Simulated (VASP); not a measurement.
# Ca (I4/mmm) in VASP: a series of runs

The runs below take Ca through single point, with PBE.

Everything below comes from runs of VASP 6.6.1. Logs are shortened: lines on timing, memory, paths and dates and some standing lists are left out, and cuts for length are marked.

### 1 The cell of the first run

The structure is tetragonal, space group I4/mmm (No. 139). Conventional cell: a = 3.912 Å, b = 3.912 Å, c = 5.588 Å, α = 90.00°, β = 90.00°, γ = 90.00°. Ca (site symmetry 4/mmm) has 12 Ca at 3.91 to 3.93 Å within 5.1 Å.

### 2 Single point, PBE

INCAR reads:

```
SYSTEM = Ca
ALGO = Fast
EDIFF = 1E-7
ENCUT = 520
GGA = PE
ISIF = 2
ISMEAR = -1
LASPH = .TRUE.
LCHARG = .TRUE.
LELF = .TRUE.
LREAL = .FALSE.
LVHAR = .TRUE.
LWAVE = .FALSE.
NBANDS = 11
NELM = 60
PREC = Accurate
SIGMA = 0.05
```

KPOINTS reads:

```
k-points
0
G
  7 7 7
  0 0 0
```

POSCAR reads:

```
Ca
1.0
    0.0000000000      2.7662580000      2.7942000000
    2.7662580000      0.0000000000      2.7942000000
    2.7662580000      2.7662580000      0.0000000000
Ca
1
Direct
    0.0000000000      0.0000000000      0.0000000000
```

Potentials or basis: VASP PAW PBE potentials, release 64 (Ca_sv).

On the command line:

```sh
> cat potpaw_PBE.64/Ca_sv/POTCAR > POTCAR
> mpirun -np 1 vasp_std > vasp.out
```

OUTCAR:

```text
SYSTEM = Ca
   EDIFF = 1E-7
   ENCUT = 520
   GGA = PE
   ISIF = 2
   ISMEAR = -1
   LASPH = .TRUE.
   LREAL = .FALSE.
   NELM = 60
   PREC = Accurate

 ion  position               nearest neighbor table
   1  0.000  0.000  0.000-

  LATTYP: Found a body centered tetragonal cell.
 ALAT       =     3.9120795806
 C/A-ratio  =     1.4284985479

  Lattice vectors:

 A1 = (  -2.7662580000,   0.0000000000,   2.7942000000)
 A2 = (   2.7662580000,   0.0000000000,   2.7942000000)
 A3 = (   0.0000000000,   2.7662580000,  -2.7942000000)

Analysis of symmetry for initial positions (statically):
=====================================================================
 Subroutine PRICEL returns:
 Original cell was already a primitive cell.

 Routine SETGRP: Setting up the symmetry group for a
 body centered tetragonal supercell.

 Subroutine GETGRP returns: Found 16 space group operations
 (whereof 16 operations were pure point group operations)
 out of a pool of 16 trial point group operations.

The static configuration has the point symmetry D_4h.

Analysis of symmetry for dynamics (positions and initial velocities):
=====================================================================
 Subroutine PRICEL returns:
 Original cell was already a primitive cell.

 Routine SETGRP: Setting up the symmetry group for a
 body centered tetragonal supercell.

 Subroutine GETGRP returns: Found 16 space group operations
 (whereof 16 operations were pure point group operations)
 out of a pool of 16 trial point group operations.

The dynamic configuration has the point symmetry D_4h.

 Subroutine INISYM returns: Found 16 space group operations
 (whereof 16 operations are pure point group operations),
 and found     1 'primitive' translations

----------------------------------------------------------------------------------------

                                     Primitive cell

  volume of cell :      42.7635

  direct lattice vectors                    reciprocal lattice vectors
     0.000000000  2.766258000  2.794200000    -0.180749590  0.180749590  0.178942094
     2.766258000  0.000000000  2.794200000     0.180749590 -0.180749590  0.178942094
     2.766258000  2.766258000  0.000000000     0.180749590  0.180749590 -0.178942094

  length of vectors
     3.931887201  3.931887201  3.912079581     0.312027406  0.312027406  0.312027406

  position of ions in fractional coordinates (direct lattice)
     0.000000000  0.000000000  0.000000000

  ion indices of the primitive-cell ions
   primitive index   ion index
                 1           1

----------------------------------------------------------------------------------------

 KPOINTS: k-points

Automatic generation of k-mesh.
 Grid dimensions read from file:
 generate k-points for:    7    7    7

 Generating k-lattice:

  Cartesian coordinates                     Fractional coordinates (reciprocal lattice)
    -0.025821370  0.025821370  0.025563156     0.142857143  0.000000000  0.000000000
     0.025821370 -0.025821370  0.025563156     0.000000000  0.142857143  0.000000000
     0.025821370  0.025821370 -0.025563156     0.000000000  0.000000000  0.142857143

  Length of vectors
     0.044575344  0.044575344  0.044575344

  Shift w.r.t. Gamma in fractional coordinates (k-lattice)
     0.000000000  0.000000000  0.000000000

 Subroutine IBZKPT returns following result:
 ===========================================

 Found     40 irreducible k-points:

 Following reciprocal coordinates:
            Coordinates               Weight
  0.000000  0.000000  0.000000      1.000000
  0.142857 -0.000000  0.000000      8.000000
  0.285714 -0.000000  0.000000      8.000000
  0.428571 -0.000000  0.000000      8.000000
  0.142857  0.142857  0.000000      2.000000
  0.285714  0.142857  0.000000      8.000000
[... 16 lines left out ...]
  0.428571  0.285714  0.142857      8.000000
 -0.428571  0.285714  0.142857     16.000000
 [... further k-points ...]
   k-points           NKPTS =     40   k-points in BZ     NKDIM =     40   number of bands    NBANDS=     11
   number of dos      NEDOS =    301   number of ions     NIONS =      1
   total plane-waves  NPLWV =  27000
   dimension x,y,z NGX =    30 NGY =   30 NGZ =   30
   dimension x,y,z NGXF=    60 NGYF=   60 NGZF=   60
   ions per type =               1
   NGX,Y,Z   is equivalent  to a cutoff of  12.68, 12.68, 12.75 a.u.
   NGXF,Y,Z  is equivalent  to a cutoff of  25.37, 25.37, 25.50 a.u.
 SYSTEM =  Ca
   PREC   = accura    normal or accurate (medium, high low for compatibility)
   ISTART =      0    job   : 0-new  1-cont  2-samecut
   ICHARG =      2    charge: 1-file 2-atom 10-const
   ISPIN  =      1    spin polarized calculation?
   LNONCOLLINEAR =      F non collinear calculations
   LSORBIT =      F    spin-orbit coupling
   LASPH  =      T    aspherical Exc in radial PAW
   ENCUT  =  520.0 eV  38.22 Ry    6.18 a.u.   7.31  7.31  7.27*2*pi/ulx,y,z
   NELM   =     60;   NELMIN=  2; NELMDL= -5     # of ELM steps
   EDIFF  = 0.1E-06   stopping-criterion for ELM
   LREAL  =      F    real-space projection
   EDIFFG = 0.1E-05   stopping-criterion for IOM
   NSW    =      0    number of steps for IOM
   IBRION =     -1    ionic relax: 0-MD 1-quasi-New 2-CG
   NFREE  =      0    steps in history (QN), initial steepest desc. (CG)
   ISIF   =      2    stress and relaxation
   ISYM   =      2    0-nonsym 1-usesym 2-fastsym
   POTIM  = 0.5000    time-step for ionic-motion
   TEBEG  =    0.0;   TEEND  =   0.0 temperature during run
   PSTRESS=    0.0 pullay stress
   NELECT =      10.0000    total number of electrons
   NUPDOWN=      -1.0000    fix difference up-down
   EMIN   =  10.00;   EMAX   =-10.00  energy-range for DOS
   EFERMI =   0.00;   METHOD = LEGACY
   ISMEAR =    -1;   SIGMA  =   0.05  broadening in eV -4-tet -1-fermi 0-gaus
   EFERMI_NEDOS =   21; number of points for ismear=-14 and -15
   IALGO  =     68    algorithm
   IMIX   =      4    mixing-type and parameters
     AMIX     =   0.40;   BMIX     =  1.00
     AMIX_MAG =   1.60;   BMIX_MAG =  1.00
  volume/ion in A,a.u.               =      42.76       288.58
  Fermi-wavevector in a.u.,A,eV,Ry     =   1.008596  1.905970 13.840741  1.017266
  Thomas-Fermi vector in A             =   2.141473
   LORBIT       =      0    0 simple, 1 ext, 2 COOP (PROOUT), +10 PAW based schemes
   GGA     = PE    functional components
   LHFCALC =     F    Hartree Fock is set to
   AEXX    =    0.0000 exact exchange contribution
   IVDW    =     0    specifies the selected vdW correction
   LEPSILON=     F    determine dielectric tensor
   LRPA    =     F    only Hartree local field effects (RPA)
 non-spin polarized calculation
 RMM-DIIS sequential band-by-band and
  energy-cutoff  :      520.00
  volume of cell :       42.76
 maximum number of plane-waves:      1165
 NGX is ok and might be reduce to    30
   NGX = 15   NGY = 15   NGZ = 15

 number of electron      10.0000000 magnetization

 number of electron       9.9999999 magnetization

 Free energy of the ion-electron system (eV)
  ---------------------------------------------------
  ext. energy  EPLUGINS =         0.00000000
  ---------------------------------------------------
  free energy    TOTEN  =        -1.93979906 eV

  energy without entropy =       -1.93005581  energy(sigma->0) =       -1.93492743

 E-fermi :   1.9215     XC(G=0):  -7.6963

 val. band max:        1.8533404555   @ k =  -0.4286   0.0000   0.1429
 cond. band min:       1.9996876284   @ k =  -0.2857   0.4286   0.2857
 fundamental gap:      0.1463471730
 Fermi energy:         1.9214993810

 k-point     1 :       0.0000    0.0000    0.0000
  band No.  band energies     occupation
      1     -40.1535      2.00000
      2     -21.0721      2.00000
      3     -21.0708      2.00000
      4     -21.0708      2.00000
      5      -2.0953      2.00000
      6       4.1908      0.00000
      7       4.2350      0.00000
      8       4.2350      0.00000
      9       5.2416      0.00000
     10       5.2998      0.00000
     11      10.9699      0.00000

 k-point     2 :       0.1429   -0.0000    0.0000
  band No.  band energies     occupation
      1     -40.1511      2.00000
      2     -21.0963      2.00000
      3     -21.0753      2.00000
      4     -21.0741      2.00000
      5      -1.7537      2.00000
      6       3.8738      0.00000
      7       4.3123      0.00000
      8       4.3455      0.00000
      9       5.1662      0.00000
     10       5.2132      0.00000
     11      10.8730      0.00000

 k-point     3 :       0.2857   -0.0000    0.0000
  band No.  band energies     occupation
      1     -40.1457      2.00000
      2     -21.1520      2.00000
      3     -21.0835      2.00000
      4     -21.0815      2.00000
      5      -0.7994      2.00000
      6       3.0960      0.00000
      7       4.2889      0.00000
      8       4.3403      0.00000
      9       5.3798      0.00000
     10       5.3896      0.00000
     11       8.6922      0.00000

 k-point     4 :       0.4286   -0.0000    0.0000
  band No.  band energies     occupation
      1     -40.1414      2.00000
      2     -21.1961      2.00000
      3     -21.0900      2.00000
      4     -21.0873      2.00000
      5       0.5037      2.00000
      6       2.1001      0.05461
      7       4.1090      0.00000
      8       4.1642      0.00000
      9       5.8488      0.00000
     10       5.8660      0.00000
     11       7.2354      0.00000

 k-point     5 :       0.1429    0.1429    0.0000
  band No.  band energies     occupation
      1     -40.1504      2.00000
      2     -21.0962      2.00000
      3     -21.0797      2.00000
      4     -21.0796      2.00000
      5      -1.6472      2.00000
      6       3.7784      0.00000
      7       4.4203      0.00000
      8       4.4203      0.00000
      9       4.7995      0.00000
     10       5.4118      0.00000
     11      11.4894      0.00000
[... 211 lines left out ...]
 k-point    21 :      -0.2857    0.0000    0.1429
  band No.  band energies     occupation
      1     -40.1427      2.00000
      2     -21.1664      2.00000
      3     -21.1044      2.00000
      4     -21.0856      2.00000
      5      -0.1199      2.00000
      6       2.8345      0.00000
      7       3.8668      0.00000
      8       4.4370      0.00000
      9       5.2184      0.00000
     10       5.9567      0.00000
     11       8.1509      0.00000

 k-point    22 :      -0.1429    0.0000    0.1429
  band No.  band energies     occupation
      1     -40.1478      2.00000
      2     -21.1230      2.00000
      3     -21.0902      2.00000
      4     -21.0772      2.00000
      5      -1.2096      2.00000
      6       3.4966      0.00000
      7       4.2165      0.00000
      8       4.5712      0.00000
      9       4.8325      0.00000
     10       5.4860      0.00000
     11      10.0740      0.00000

 k-point    23 :       0.4286    0.2857    0.1429
  band No.  band energies     occupation
      1     -40.1421      2.00000
      2     -21.1595      2.00000
      3     -21.1121      2.00000
      4     -21.0935      2.00000
      5      -0.0306      2.00000
      6       2.9488      0.00000
      7       3.5779      0.00000
      8       4.8050      0.00000
      9       5.0936      0.00000
     10       5.9826      0.00000
     11       8.7015      0.00000

 k-point    24 :      -0.4286    0.2857    0.1429
  band No.  band energies     occupation
      1     -40.1388      2.00000
      2     -21.1768      2.00000
      3     -21.1287      2.00000
      4     -21.1019      2.00000
      5       1.1852      2.00000
      6       2.3445      0.00042
      7       3.2372      0.00000
      8       4.6385      0.00000
      9       5.6607      0.00000
     10       6.2986      0.00000
     11       7.1333      0.00000

 [... further k-points ...]
[... 5 lines left out ...]
  --------------------------------------------------------------------------------------
  -------------------------------------------------------------------------------------
  Total       -0.0388169     -0.0388169     -0.0696375      0.0000000      0.0000000      0.0000000
  in kB       -1.4543160     -1.4543160     -2.6090427      0.0000000      0.0000000      0.0000000
  external PRESSURE =      -1.8392249 kB  Pullay stress =       0.0000000 kB

 VOLUME and BASIS-vectors are now :
 -----------------------------------------------------------------------------
  energy-cutoff  :      520.00
  volume of cell :       42.76
      direct lattice vectors                 reciprocal lattice vectors
     0.000000000  2.766258000  2.794200000    -0.180749590  0.180749590  0.178942094
     2.766258000  0.000000000  2.794200000     0.180749590 -0.180749590  0.178942094
     2.766258000  2.766258000  0.000000000     0.180749590  0.180749590 -0.178942094

 POSITION                                       TOTAL-FORCE (eV/Angst)
 -----------------------------------------------------------------------------------
      0.00000      0.00000      0.00000        -0.000000      0.000000      0.000000
 -----------------------------------------------------------------------------------
    total drift:                               -0.000000     -0.000000      0.000000

  FREE ENERGIE OF THE ION-ELECTRON SYSTEM (eV)
  ---------------------------------------------------
  free  energy   TOTEN  =        -1.9397990609 eV

  energy  without entropy=       -1.9300558056  energy(sigma->0) =       -1.93492743
```

Run time: 25 s. Hardware: 1 thread of Intel Xeon 6975P-C, shared host; peak memory 0.17 GiB.

What came out:

| Item | Value |
| --- | --- |
| Free energy | -1.9398 eV |
| Pressure | -0.2 GPa |
| Band gap on the k mesh | zero (band 5 reaches 2.01 eV, above the bottom of band 6 at 1.84 eV) |

Stress tensor (GPa, compression positive):
```
-0.15  0.00  0.00
 0.00 -0.15  0.00
 0.00  0.00 -0.26
```

Levels at points of the mesh, in eV from the Fermi level:
```csv
k point,band 1,band 2,band 3,band 4,band 5,band 6,band 7,band 8,band 9,band 10
"(0.00, 0.00, 0.00)",-42.07,-22.99,-22.99,-22.99,-4.02,2.27,2.31,2.31,3.32,3.38
```

(Part 1 of 2 ends here.)
